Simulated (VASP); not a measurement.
# SrTiO3 (Pm-3m) in VASP: settings compared

The runs below take SrTiO3 through single point, with HSE06, PBEsol.

Program: VASP 6.6.1. These are calculated values, not measurements. Logs are shortened: lines on timing, memory, paths and dates and some standing lists are left out, and cuts for length are marked.

## (1) The cell of the first run

The structure is cubic, space group Pm-3m (No. 221). The conventional cell has a = 3.891 Å, b = 3.891 Å, c = 3.891 Å, α = 90.00°, β = 90.00°, γ = 90.00°. Sr (site symmetry m-3m) has 12 O at 2.75 Å and 8 Ti at 3.37 Å within 3.6 Å. Within 2.6 Å of Ti (site symmetry m-3m) lie 6 O at 1.95 Å. Within 2.6 Å of O (site symmetry 4/mmm) lie 2 Ti at 1.95 Å.

## (2) Single point, HSE06

Contents of POSCAR:

```
SrTiO3
1.0
    3.8911204492      0.0000000000      0.0000000000
    0.0000000000      3.8911204492      0.0000000000
    0.0000000000      0.0000000000      3.8911204492
Sr Ti O
1 1 3
Direct
    0.5000000000      0.5000000000      0.5000000000
    0.0000000000      0.0000000000      0.0000000000
    0.5000000000      0.0000000000      0.0000000000
    0.0000000000      0.5000000000      0.0000000000
    0.0000000000      0.0000000000      0.5000000000
```

Contents of INCAR.step1:

```
  ALGO = Normal
  EDIFF = 1E-5
  ENCUT = 520
  GGA = PE
  ISIF = 2
  ISMEAR = 0
  LASPH = T
  LCHARG = F
  LREAL = F
  LUSENCCL = F
  LWAVE = T
  NBANDS = 28
  NELM = 80
  PREC = Accurate
  SIGMA = 0.01
```

Contents of INCAR.step2:

```
  ALGO = Normal
  EDIFF = 1E-6
  ENCUT = 520
  GGA = PE
  HFSCREEN = 0.2079
  ISIF = 2
  ISMEAR = 0
  ISTART = 1
  LASPH = T
  LCHARG = F
  LHFCALC = T
  LREAL = F
  LUSENCCL = F
  LWAVE = F
  NBANDS = 28
  NELM = 80
  PREC = Accurate
  PRECFOCK = Fast
  SIGMA = 0.01
```

Contents of KPOINTS:

```
k-points
0
Gamma
  4 4 4
```

Potentials or basis: VASP PAW PBE potentials, release 64 (Sr_sv, Ti_sv, O).

Command:

```bash
$ cat potpaw_PBE.64/Sr_sv/POTCAR potpaw_PBE.64/Ti_sv/POTCAR potpaw_PBE.64/O/POTCAR > POTCAR
$ cp INCAR.step1 INCAR
$ mpirun -np 1 vasp_std > vasp.out
$ cp INCAR.step2 INCAR
$ mpirun -np 1 vasp_std > vasp.out
```

OUTCAR:

```text
EDIFF = 1E-6
   ENCUT = 520
   GGA = PE
   HFSCREEN = 0.2079
   ISIF = 2
   ISMEAR = 0
   ISTART = 1
   LASPH = T
   LHFCALC = T
   LREAL = F
   NELM = 80
   PREC = Accurate
   PRECFOCK = Fast

 ion  position               nearest neighbor table
   1  0.500  0.500  0.500-   3 2.75   4 2.75   5 2.75   3 2.75   4 2.75   3 2.75   5 2.75   3 2.75
                             4 2.75   5 2.75   4 2.75   5 2.75   2 3.37   2 3.37   2 3.37   2 3.37
   2  0.000  0.000  0.000-   3 1.95   4 1.95   5 1.95   5 1.95   4 1.95   3 1.95   1 3.37   1 3.37
                             1 3.37   1 3.37   1 3.37   1 3.37   1 3.37   1 3.37
   3  0.500  0.000  0.000-   2 1.95   2 1.95   1 2.75   1 2.75   1 2.75   1 2.75
   4  0.000  0.500  0.000-   2 1.95   2 1.95   1 2.75   1 2.75   1 2.75   1 2.75
   5  0.000  0.000  0.500-   2 1.95   2 1.95   1 2.75   1 2.75   1 2.75   1 2.75

  LATTYP: Found a simple cubic cell.
 ALAT       =     3.8911204492

  Lattice vectors:

 A1 = (   3.8911204492,   0.0000000000,   0.0000000000)
 A2 = (   0.0000000000,   3.8911204492,   0.0000000000)
 A3 = (   0.0000000000,   0.0000000000,   3.8911204492)

Analysis of symmetry for initial positions (statically):
=====================================================================
 Subroutine PRICEL returns:
 Original cell was already a primitive cell.

 Routine SETGRP: Setting up the symmetry group for a
 simple cubic supercell.

 Subroutine GETGRP returns: Found 48 space group operations
 (whereof 48 operations were pure point group operations)
 out of a pool of 48 trial point group operations.

The static configuration has the point symmetry O_h .

Analysis of symmetry for dynamics (positions and initial velocities):
=====================================================================
 Subroutine PRICEL returns:
 Original cell was already a primitive cell.

 Routine SETGRP: Setting up the symmetry group for a
 simple cubic supercell.

 Subroutine GETGRP returns: Found 48 space group operations
 (whereof 48 operations were pure point group operations)
 out of a pool of 48 trial point group operations.

The dynamic configuration has the point symmetry O_h .

 Subroutine INISYM returns: Found 48 space group operations
 (whereof 48 operations are pure point group operations),
 and found     1 'primitive' translations

----------------------------------------------------------------------------------------

                                     Primitive cell

  volume of cell :      58.9147

  direct lattice vectors                    reciprocal lattice vectors
     3.891120449  0.000000000  0.000000000     0.256995386  0.000000000  0.000000000
     0.000000000  3.891120449  0.000000000     0.000000000  0.256995386  0.000000000
     0.000000000  0.000000000  3.891120449     0.000000000  0.000000000  0.256995386

  length of vectors
     3.891120449  3.891120449  3.891120449     0.256995386  0.256995386  0.256995386

  position of ions in fractional coordinates (direct lattice)
     0.500000000  0.500000000  0.500000000
     0.000000000  0.000000000  0.000000000
     0.500000000  0.000000000  0.000000000
     0.000000000  0.500000000  0.000000000
     0.000000000  0.000000000  0.500000000

  ion indices of the primitive-cell ions
   primitive index   ion index
                 1           1
                 2           2
                 3           3
                 4           4
                 5           5

----------------------------------------------------------------------------------------

 KPOINTS: k-points

Automatic generation of k-mesh.
 Grid dimensions read from file:
 generate k-points for:    4    4    4

 Generating k-lattice:

  Cartesian coordinates                     Fractional coordinates (reciprocal lattice)
     0.064248846  0.000000000  0.000000000     0.250000000  0.000000000  0.000000000
     0.000000000  0.064248846  0.000000000     0.000000000  0.250000000  0.000000000
     0.000000000  0.000000000  0.064248846     0.000000000  0.000000000  0.250000000

  Length of vectors
     0.064248846  0.064248846  0.064248846

  Shift w.r.t. Gamma in fractional coordinates (k-lattice)
     0.000000000  0.000000000  0.000000000

 Subroutine IBZKPT returns following result:
 ===========================================

 Found     10 irreducible k-points:

 Following reciprocal coordinates:
            Coordinates               Weight
  0.000000  0.000000  0.000000      1.000000
  0.250000  0.000000  0.000000      6.000000
  0.500000  0.000000  0.000000      3.000000
  0.250000  0.250000  0.000000     12.000000
  0.500000  0.250000  0.000000     12.000000
  0.500000  0.500000  0.000000      3.000000
  0.250000  0.250000  0.250000      8.000000
  0.500000  0.250000  0.250000     12.000000
  0.500000  0.500000  0.250000      6.000000
  0.500000  0.500000  0.500000      1.000000
   k-points           NKPTS =     10   k-points in BZ     NKDIM =     64   number of bands    NBANDS=     28
   number of dos      NEDOS =    301   number of ions     NIONS =      5
   total plane-waves  NPLWV =  27000
   dimension x,y,z NGX =    30 NGY =   30 NGZ =   30
   dimension x,y,z NGXF=    60 NGYF=   60 NGZF=   60
   ions per type =               1   1   3
   NGX,Y,Z   is equivalent  to a cutoff of  12.82, 12.82, 12.82 a.u.
   NGXF,Y,Z  is equivalent  to a cutoff of  25.63, 25.63, 25.63 a.u.
 SYSTEM =  unknown system
   PREC   = accura    normal or accurate (medium, high low for compatibility)
   ISTART =      1    job   : 0-new  1-cont  2-samecut
   ICHARG =      0    charge: 1-file 2-atom 10-const
   ISPIN  =      1    spin polarized calculation?
   LNONCOLLINEAR =      F non collinear calculations
   LSORBIT =      F    spin-orbit coupling
   LASPH  =      T    aspherical Exc in radial PAW
   ENCUT  =  520.0 eV  38.22 Ry    6.18 a.u.   7.23  7.23  7.23*2*pi/ulx,y,z
   NELM   =     80;   NELMIN=  2; NELMDL=  0     # of ELM steps
   EDIFF  = 0.1E-05   stopping-criterion for ELM
   LREAL  =      F    real-space projection
   EDIFFG = 0.1E-04   stopping-criterion for IOM
   NSW    =      0    number of steps for IOM
   IBRION =     -1    ionic relax: 0-MD 1-quasi-New 2-CG
   NFREE  =      0    steps in history (QN), initial steepest desc. (CG)
   ISIF   =      2    stress and relaxation
   ISYM   =      3    0-nonsym 1-usesym 2-fastsym
   POTIM  = 0.5000    time-step for ionic-motion
   TEBEG  =    0.0;   TEEND  =   0.0 temperature during run
   PSTRESS=    0.0 pullay stress
   NELECT =      40.0000    total number of electrons
   NUPDOWN=      -1.0000    fix difference up-down
   EMIN   =  10.00;   EMAX   =-10.00  energy-range for DOS
   EFERMI =   0.00;   METHOD = LEGACY
   ISMEAR =     0;   SIGMA  =   0.01  broadening in eV -4-tet -1-fermi 0-gaus
   EFERMI_NEDOS =   21; number of points for ismear=-14 and -15
   IALGO  =     38    algorithm
   IMIX   =      1    mixing-type and parameters
     AMIX     =   0.40;   BMIX     =  1.00
     AMIX_MAG =   1.60;   BMIX_MAG =  1.00
  volume/ion in A,a.u.               =      11.78        79.52
  Fermi-wavevector in a.u.,A,eV,Ry     =   1.438865  2.719061 28.168597  2.070333
  Thomas-Fermi vector in A             =   2.557785
   LORBIT       =      0    0 simple, 1 ext, 2 COOP (PROOUT), +10 PAW based schemes
   GGA     = PE    functional components
   LHFCALC =     T    Hartree Fock is set to
   PRECFOCK=fast      Normal, Fast or Accurate (Low or Medium for compatibility)
   ENCUT4O =  -1.0   cutoff for four orbital integrals eV
   NKREDX  =     1    reduce k-point grid by
   NKREDY  =     1    reduce k-point grid by
   NKREDZ  =     1    reduce k-point grid by
   AEXX    =    0.2500 exact exchange contribution
   HFSCREEN=    0.2079 screening length (either q_TF or 0.3 A-1)
   HFSCREENC=   0.2079 screening length for correlation (either q_TF or 0.3 A-1)
   ENCUTFOCK=  -1.0 apply spherical cutoff to Coloumb kernel
   IVDW    =     0    specifies the selected vdW correction
   LEPSILON=     F    determine dielectric tensor
   LRPA    =     F    only Hartree local field effects (RPA)
 non-spin polarized calculation
 Gauss-broadening in eV      SIGMA  =   0.01
  energy-cutoff  :      520.00
  volume of cell :       58.91
 maximum number of plane-waves:      1622
 NGX is ok and might be reduce to    30
  NGX = 16; NGY = 16; NGZ = 16

 number of electron      40.0000013 magnetization

 Free energy of the ion-electron system (eV)
  ---------------------------------------------------
  ext. energy  EPLUGINS =         0.00000000
  ---------------------------------------------------
  free energy    TOTEN  =       -48.61285104 eV

  energy without entropy =      -48.61285104  energy(sigma->0) =      -48.61285104

 E-fermi :   3.3677     XC(G=0):  -9.2981

 val. band max:        3.2317111908   @ k =   0.5000   0.5000   0.5000
 cond. band min:       6.5463320292   @ k =   0.0000   0.0000   0.0000
 fundamental gap:      3.3146208384
 Fermi energy:         3.3677415894

 k-point     1 :       0.0000    0.0000    0.0000
  band No.  band energies     occupation
      1     -57.5546      2.00000
      2     -32.1453      2.00000
      3     -32.1453      2.00000
      4     -32.1453      2.00000
      5     -31.4177      2.00000
      6     -15.9307      2.00000
[... 20 lines left out ...]
     27      10.2720      0.00000
     28      11.1700      0.00000

 k-point     2 :       0.2500    0.0000    0.0000
  band No.  band energies     occupation
      1     -57.5538      2.00000
      2     -32.1937      2.00000
      3     -32.1427      2.00000
      4     -32.1427      2.00000
      5     -31.3937      2.00000
      6     -15.9449      2.00000
[... 20 lines left out ...]
     27      11.2756      0.00000
     28      12.6171      0.00000

 k-point     3 :       0.5000    0.0000    0.0000
  band No.  band energies     occupation
      1     -57.5531      2.00000
      2     -32.2403      2.00000
      3     -32.1403      2.00000
      4     -32.1403      2.00000
      5     -31.3713      2.00000
      6     -16.0557      2.00000
[... 182 lines left out ...]
      3     -32.2153      2.00000
      4     -32.1740      2.00000
      5     -31.3576      2.00000
      6     -14.8603      2.00000
[... 20 lines left out ...]
     27      13.1316      0.00000
     28      13.6253      0.00000

 k-point    10 :       0.5000    0.5000    0.5000
  band No.  band energies     occupation
      1     -57.5500      2.00000
      2     -32.2124      2.00000
      3     -32.2124      2.00000
      4     -32.2124      2.00000
      5     -31.3470      2.00000
      6     -14.4508      2.00000
[... 20 lines left out ...]
     27      13.6213      0.00000
     28      13.6213      0.00000

------------------------ aborting loop because EDIFF is reached ----------------------------------------

  FORCE on cell =-STRESS in cart. coord.  units (eV):
  Direction    XX          YY          ZZ          XY          YZ          ZX
  --------------------------------------------------------------------------------------
  -------------------------------------------------------------------------------------
  Total        0.4432977      0.4432977      0.4432977     -0.0000000     -0.0000000      0.0000000
  in kB       12.0554122     12.0554122     12.0554122     -0.0000000     -0.0000000      0.0000000
  external PRESSURE =      12.0554122 kB  Pullay stress =       0.0000000 kB

 VOLUME and BASIS-vectors are now :
 -----------------------------------------------------------------------------
  energy-cutoff  :      520.00
  volume of cell :       58.91
      direct lattice vectors                 reciprocal lattice vectors
     3.891120449  0.000000000  0.000000000     0.256995386  0.000000000  0.000000000
     0.000000000  3.891120449  0.000000000     0.000000000  0.256995386  0.000000000
     0.000000000  0.000000000  3.891120449     0.000000000  0.000000000  0.256995386

 POSITION                                       TOTAL-FORCE (eV/Angst)
 -----------------------------------------------------------------------------------
      1.94556      1.94556      1.94556         0.000000      0.000000      0.000000
      0.00000      0.00000      0.00000         0.000000      0.000000      0.000000
      1.94556      0.00000      0.00000         0.000000      0.000000      0.000000
      0.00000      1.94556      0.00000         0.000000      0.000000      0.000000
      0.00000      0.00000      1.94556         0.000000      0.000000      0.000000
 -----------------------------------------------------------------------------------
    total drift:                                0.000009     -0.000012     -0.000007

  FREE ENERGIE OF THE ION-ELECTRON SYSTEM (eV)
  ---------------------------------------------------
  free  energy   TOTEN  =       -48.6128510425 eV

  energy  without entropy=      -48.6128510425  energy(sigma->0) =      -48.61285104
```

It took 23 min on 1 × NVIDIA H100 80GB with 1 thread of AMD EPYC 7R13 (Zen 3), shared host; peak memory 1.2 GiB.

Results:

| Item | Value |
| --- | --- |
| Free energy | -48.6129 eV |
| Pressure | 1.2 GPa |
| Band gap on the k mesh | 3.31 eV (least direct gap 3.69 eV) |

Levels at points of the mesh, in eV from the valence-band top:
```tsv
k point	band 18	band 19	band 20	band 21	band 22	band 23
(0.00, 0.00, 0.00)	-0.38	-0.38	-0.38	3.31	3.31	3.31
(0.50, 0.00, 0.00)	-2.12	-0.80	-0.80	3.51	5.47	5.47
(0.50, 0.50, 0.00)	-1.72	-1.72	-0.10	5.49	5.49	6.06
(0.50, 0.50, 0.50)	0.00	0.00	0.00	6.30	6.30	6.30
```

Caveat: the PAW data sets were made with another functional, which shifts forces and pressure a little.

(Continued in part 2 of 2.)
